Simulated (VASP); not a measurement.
# HgH3 (P6/mmm) in VASP: further runs

The runs below take HgH3 through single point, relaxation of cell and atoms, with PBE.

Everything below comes from runs of VASP 6.6.1. Logs are shortened: lines on timing, memory, paths and dates and some standing lists are left out, and cuts for length are marked.

## 1. The cell of the first run

Symmetry: P6/mmm, No. 191, hexagonal system. Conventional cell: a = 3.708 Å, b = 3.708 Å, c = 3.711 Å, α = 90.00°, β = 90.00°, γ = 120.00°. Hg (site symmetry 6/mmm) has 8 H at 1.86 to 2.14 Å within 2.5 Å. Within 2.9 Å of H (site symmetry -6m2) lie 3 Hg at 2.14 Å and 9 H at 2.14 to 2.83 Å. H (site symmetry 6/mmm) has 2 Hg at 1.86 Å within 2.5 Å.

The cell was built from a structure type or drawn by symmetry, and may not be a known phase.

## 2. Single point, PBE

INCAR

```
  ALGO = Normal
  EDIFF = 1E-7
  ENCUT = 520
  GGA = PE
  ISIF = 2
  ISMEAR = 0
  LASPH = True
  LCHARG = False
  LREAL = False
  LWAVE = False
  NBANDS = 16
  NELM = 60
  PREC = Accurate
  SIGMA = 0.1
```

KPOINTS

```
k-points
0
Gamma
  12 12 12
```

POSCAR

```
HgH3
1.0
    3.7079524500      0.0000000000      0.0000000000
   -1.8539762250      3.2111810178      0.0000000000
    0.0000000000      0.0000000000      3.7108567430
Hg H
1 3
Direct
    0.0000000000      0.0000000000      0.0000000000
    0.3333333333      0.6666666667      0.0000000000
    0.6666666667      0.3333333333      0.0000000000
    0.0000000000      0.0000000000      0.5000000000
```

Potentials or basis: VASP PAW PBE potentials, release 64 (Hg, H).

The run is started by

```sh
> cat potpaw_PBE.64/Hg/POTCAR potpaw_PBE.64/H/POTCAR > POTCAR
> mpirun -np 1 vasp_std > vasp.out
```

OUTCAR:

```text
EDIFF = 1E-7
   ENCUT = 520
   GGA = PE
   ISIF = 2
   ISMEAR = 0
   LASPH = True
   LREAL = False
   NELM = 60
   PREC = Accurate

 ion  position               nearest neighbor table
   1  0.000  0.000  0.000-   4 1.86   4 1.86   2 2.14   3 2.14   3 2.14   2 2.14   3 2.14   2 2.14

   2  0.333  0.667  0.000-   1 2.14   1 2.14   1 2.14
   3  0.667  0.333  0.000-   1 2.14   1 2.14   1 2.14
   4  0.000  0.000  0.500-   1 1.86   1 1.86

  LATTYP: Found a hexagonal cell.
 ALAT       =     3.7079524500
 C/A-ratio  =     1.0007832606

  Lattice vectors:

 A1 = (   3.7079524500,   0.0000000000,   0.0000000000)
 A2 = (  -1.8539762250,   3.2111810178,   0.0000000000)
 A3 = (   0.0000000000,   0.0000000000,   3.7108567430)

Analysis of symmetry for initial positions (statically):
=====================================================================
 Subroutine PRICEL returns:
 Original cell was already a primitive cell.

 Routine SETGRP: Setting up the symmetry group for a
 hexagonal supercell.

 Subroutine GETGRP returns: Found 24 space group operations
 (whereof 24 operations were pure point group operations)
 out of a pool of 24 trial point group operations.

The static configuration has the point symmetry D_6h.

Analysis of symmetry for dynamics (positions and initial velocities):
=====================================================================
 Subroutine PRICEL returns:
 Original cell was already a primitive cell.

 Routine SETGRP: Setting up the symmetry group for a
 hexagonal supercell.

 Subroutine GETGRP returns: Found 24 space group operations
 (whereof 24 operations were pure point group operations)
 out of a pool of 24 trial point group operations.

The dynamic configuration has the point symmetry D_6h.

 Subroutine INISYM returns: Found 24 space group operations
 (whereof 24 operations are pure point group operations),
 and found     1 'primitive' translations

----------------------------------------------------------------------------------------

                                     Primitive cell

  volume of cell :      44.1848

  direct lattice vectors                    reciprocal lattice vectors
     3.707952450  0.000000000  0.000000000     0.269690621  0.155705953  0.000000000
    -1.853976225  3.211181018  0.000000000     0.000000000  0.311411906  0.000000000
     0.000000000  0.000000000  3.710856743     0.000000000  0.000000000  0.269479549

  length of vectors
     3.707952450  3.707952450  3.710856743     0.311411906  0.311411906  0.269479549

  position of ions in fractional coordinates (direct lattice)
     0.000000000  0.000000000  0.000000000
     0.333333333  0.666666667  0.000000000
     0.666666667  0.333333333  0.000000000
     0.000000000  0.000000000  0.500000000

  ion indices of the primitive-cell ions
   primitive index   ion index
                 1           1
                 2           2
                 3           3
                 4           4

----------------------------------------------------------------------------------------

 KPOINTS: k-points

Automatic generation of k-mesh.
 Grid dimensions read from file:
 generate k-points for:   12   12   12

 Generating k-lattice:

  Cartesian coordinates                     Fractional coordinates (reciprocal lattice)
     0.022474218  0.012975496  0.000000000     0.083333333  0.000000000  0.000000000
     0.000000000  0.025950992  0.000000000     0.000000000  0.083333333  0.000000000
     0.000000000  0.000000000  0.022456629     0.000000000  0.000000000  0.083333333

  Length of vectors
     0.025950992  0.025950992  0.022456629

  Shift w.r.t. Gamma in fractional coordinates (k-lattice)
     0.000000000  0.000000000  0.000000000

 Subroutine IBZKPT returns following result:
 ===========================================

 Found    133 irreducible k-points:

 Following reciprocal coordinates:
            Coordinates               Weight
  0.000000  0.000000  0.000000      1.000000
  0.083333  0.000000  0.000000      6.000000
  0.166667  0.000000  0.000000      6.000000
  0.250000  0.000000  0.000000      6.000000
  0.333333  0.000000  0.000000      6.000000
  0.416667  0.000000  0.000000      6.000000
[... 16 lines left out ...]
  0.250000  0.000000  0.083333     12.000000
  0.333333  0.000000  0.083333     12.000000
 [... further k-points ...]
   k-points           NKPTS =    133   k-points in BZ     NKDIM =    133   number of bands    NBANDS=     16
   number of dos      NEDOS =    301   number of ions     NIONS =      4
   total plane-waves  NPLWV =  21952
   dimension x,y,z NGX =    28 NGY =   28 NGZ =   28
   dimension x,y,z NGXF=    56 NGYF=   56 NGZF=   56
   ions per type =               1   3
   NGX,Y,Z   is equivalent  to a cutoff of  12.55, 12.55, 12.54 a.u.
   NGXF,Y,Z  is equivalent  to a cutoff of  25.11, 25.11, 25.09 a.u.
 SYSTEM =  unknown system
   PREC   = accura    normal or accurate (medium, high low for compatibility)
   ISTART =      0    job   : 0-new  1-cont  2-samecut
   ICHARG =      2    charge: 1-file 2-atom 10-const
   ISPIN  =      1    spin polarized calculation?
   LNONCOLLINEAR =      F non collinear calculations
   LSORBIT =      F    spin-orbit coupling
   LASPH  =      T    aspherical Exc in radial PAW
   ENCUT  =  520.0 eV  38.22 Ry    6.18 a.u.   6.89  6.89  6.90*2*pi/ulx,y,z
   NELM   =     60;   NELMIN=  2; NELMDL= -5     # of ELM steps
   EDIFF  = 0.1E-06   stopping-criterion for ELM
   LREAL  =      F    real-space projection
   EDIFFG = 0.1E-05   stopping-criterion for IOM
   NSW    =      0    number of steps for IOM
   IBRION =     -1    ionic relax: 0-MD 1-quasi-New 2-CG
   NFREE  =      0    steps in history (QN), initial steepest desc. (CG)
   ISIF   =      2    stress and relaxation
   ISYM   =      2    0-nonsym 1-usesym 2-fastsym
   POTIM  = 0.5000    time-step for ionic-motion
   TEBEG  =    0.0;   TEEND  =   0.0 temperature during run
   PSTRESS=    0.0 pullay stress
   NELECT =      15.0000    total number of electrons
   NUPDOWN=      -1.0000    fix difference up-down
   EMIN   =  10.00;   EMAX   =-10.00  energy-range for DOS
   EFERMI =   0.00;   METHOD = LEGACY
   ISMEAR =     0;   SIGMA  =   0.10  broadening in eV -4-tet -1-fermi 0-gaus
   EFERMI_NEDOS =   21; number of points for ismear=-14 and -15
   IALGO  =     38    algorithm
   IMIX   =      4    mixing-type and parameters
     AMIX     =   0.40;   BMIX     =  1.00
     AMIX_MAG =   1.60;   BMIX_MAG =  1.00
  volume/ion in A,a.u.               =      11.05        74.54
  Fermi-wavevector in a.u.,A,eV,Ry     =   1.142039  2.158140 17.745435  1.304253
  Thomas-Fermi vector in A             =   2.278738
   LORBIT       =      0    0 simple, 1 ext, 2 COOP (PROOUT), +10 PAW based schemes
   GGA     = PE    functional components
   LHFCALC =     F    Hartree Fock is set to
   AEXX    =    0.0000 exact exchange contribution
   IVDW    =     0    specifies the selected vdW correction
   LEPSILON=     F    determine dielectric tensor
   LRPA    =     F    only Hartree local field effects (RPA)
 non-spin polarized calculation
 Gauss-broadening in eV      SIGMA  =   0.10
  energy-cutoff  :      520.00
  volume of cell :       44.18
 maximum number of plane-waves:      1206
 NGX is ok and might be reduce to    28
   NGX = 13   NGY = 13   NGZ = 13

 number of electron      15.0000004 magnetization

 Free energy of the ion-electron system (eV)
  ---------------------------------------------------
  ext. energy  EPLUGINS =         0.00000000
  ---------------------------------------------------
  free energy    TOTEN  =        -7.24115861 eV

  energy without entropy =       -7.23669254  energy(sigma->0) =       -7.23892558

 E-fermi :   0.7394     XC(G=0):  -9.0788

 val. band max:        0.7360185151   @ k =   0.3333   0.0833   0.2500
 cond. band min:       0.7641494687   @ k =   0.1667   0.0833   0.0833
 fundamental gap:      0.0281309536
 Fermi energy:         0.7393513000

 k-point     1 :       0.0000    0.0000    0.0000
  band No.  band energies     occupation
      1      -9.2259      2.00000
      2      -8.4781      2.00000
      3      -6.6595      2.00000
      4      -6.6595      2.00000
      5      -6.1705      2.00000
      6      -6.1705      2.00000
[... 8 lines left out ...]
     15      13.0318      0.00000
     16      18.5778      0.00000

 k-point     2 :       0.0833    0.0000    0.0000
  band No.  band energies     occupation
      1      -9.1159      2.00000
      2      -8.4621      2.00000
      3      -6.7170      2.00000
      4      -6.6271      2.00000
      5      -6.1877      2.00000
      6      -6.1739      2.00000
[... 8 lines left out ...]
     15      13.1832      0.00000
     16      18.1840      0.00000

 k-point     3 :       0.1667    0.0000    0.0000
  band No.  band energies     occupation
      1      -8.8158      2.00000
      2      -8.3972      2.00000
      3      -6.8547      2.00000
      4      -6.5365      2.00000
      5      -6.2340      2.00000
      6      -6.1835      2.00000
[... 8 lines left out ...]
     15      14.9057      0.00000
     16      16.9111      0.00000

 k-point     4 :       0.2500    0.0000    0.0000
  band No.  band energies     occupation
      1      -8.5394      2.00000
      2      -8.1385      2.00000
      3      -6.9569      2.00000
      4      -6.4081      2.00000
      5      -6.2956      2.00000
      6      -6.1964      2.00000
[... 8 lines left out ...]
     15      15.3698      0.00000
     16      16.5201      0.00000
[... 324 lines left out ...]
 k-point    22 :       0.1667    0.0000    0.0833
  band No.  band energies     occupation
      1      -8.7471      2.00000
      2      -8.3461      2.00000
      3      -6.8523      2.00000
      4      -6.5350      2.00000
      5      -6.2470      2.00000
      6      -6.1953      2.00000
[... 8 lines left out ...]
     15      14.8887      0.00000
     16      16.4168      0.00000

 k-point    23 :       0.2500    0.0000    0.0833
  band No.  band energies     occupation
      1      -8.4310      2.00000
      2      -8.1278      2.00000
      3      -6.9529      2.00000
      4      -6.4069      2.00000
      5      -6.3097      2.00000
      6      -6.2086      2.00000
[... 8 lines left out ...]
     15      15.3801      0.00000
     16      16.6768      0.00000

 k-point    24 :       0.3333    0.0000    0.0833
  band No.  band energies     occupation
      1      -8.3479      2.00000
      2      -7.7976      2.00000
      3      -6.6881      2.00000
      4      -6.3656      2.00000
      5      -6.2729      2.00000
      6      -6.2217      2.00000
[... 8 lines left out ...]
     15      15.7478      0.00000
     16      16.1131      0.00000

 [... further k-points ...]

------------------------ aborting loop because EDIFF is reached ----------------------------------------

  FORCE on cell =-STRESS in cart. coord.  units (eV):
  Direction    XX          YY          ZZ          XY          YZ          ZX
  --------------------------------------------------------------------------------------
  -------------------------------------------------------------------------------------
  Total        0.0089026      0.0089026      0.1280595      0.0000000     -0.0000000      0.0000000
  in kB        0.3228146      0.3228146      4.6435399      0.0000000     -0.0000000      0.0000000
  external PRESSURE =       1.7630564 kB  Pullay stress =       0.0000000 kB

 VOLUME and BASIS-vectors are now :
 -----------------------------------------------------------------------------
  energy-cutoff  :      520.00
  volume of cell :       44.18
      direct lattice vectors                 reciprocal lattice vectors
     3.707952450  0.000000000  0.000000000     0.269690621  0.155705953  0.000000000
    -1.853976225  3.211181018  0.000000000     0.000000000  0.311411906  0.000000000
     0.000000000  0.000000000  3.710856743     0.000000000  0.000000000  0.269479549

 POSITION                                       TOTAL-FORCE (eV/Angst)
 -----------------------------------------------------------------------------------
      0.00000      0.00000      0.00000        -0.000000      0.000000      0.000000
     -0.00000      2.14079      0.00000         0.000000      0.000000      0.000000
      1.85398      1.07039      0.00000        -0.000000      0.000000      0.000000
      0.00000      0.00000      1.85543        -0.000000      0.000000      0.000000
 -----------------------------------------------------------------------------------
    total drift:                               -0.000000      0.000000     -0.000000

  FREE ENERGIE OF THE ION-ELECTRON SYSTEM (eV)
  ---------------------------------------------------
  free  energy   TOTEN  =        -7.2411586124 eV

  energy  without entropy=       -7.2366925444  energy(sigma->0) =       -7.23892558
```

Run time: 68 s. Hardware: 1 thread of Intel Xeon Platinum 8259CL at 2.50GHz (Skylake/Cascade Lake), shared host; peak memory 0.22 GiB.

What came out:

```yaml
Free_energy: -7.2412 eV
Pressure: 0.2 GPa
Band_gap_on_the_k_mesh: zero (an odd number of electrons rules out a gap without spin polarisation)
```

Levels at points of the mesh, in eV from the Fermi level:
| k point | band 4 | band 5 | band 6 | band 7 | band 8 | band 9 | band 10 | band 11 |
| --- | --- | --- | --- | --- | --- | --- | --- | --- |
| (0.00, 0.00, 0.00) | -7.40 | -6.91 | -6.91 | 0.59 | 2.20 | 4.59 | 7.55 | 7.55 |
| (0.50, 0.00, 0.00) | -6.96 | -6.87 | -5.57 | -5.04 | 1.52 | 4.33 | 7.36 | 7.45 |
| (0.00, 0.00, 0.50) | -7.08 | -7.08 | -6.30 | -4.94 | 0.77 | 6.20 | 7.48 | 9.45 |
| (0.50, 0.00, 0.50) | -7.06 | -6.86 | -5.08 | -3.95 | -3.19 | 2.82 | 5.07 | 5.73 |

Caveat: spin-orbit coupling is left out, which moves the levels of the heavy elements.

(Part 1 of 2 ends here.)
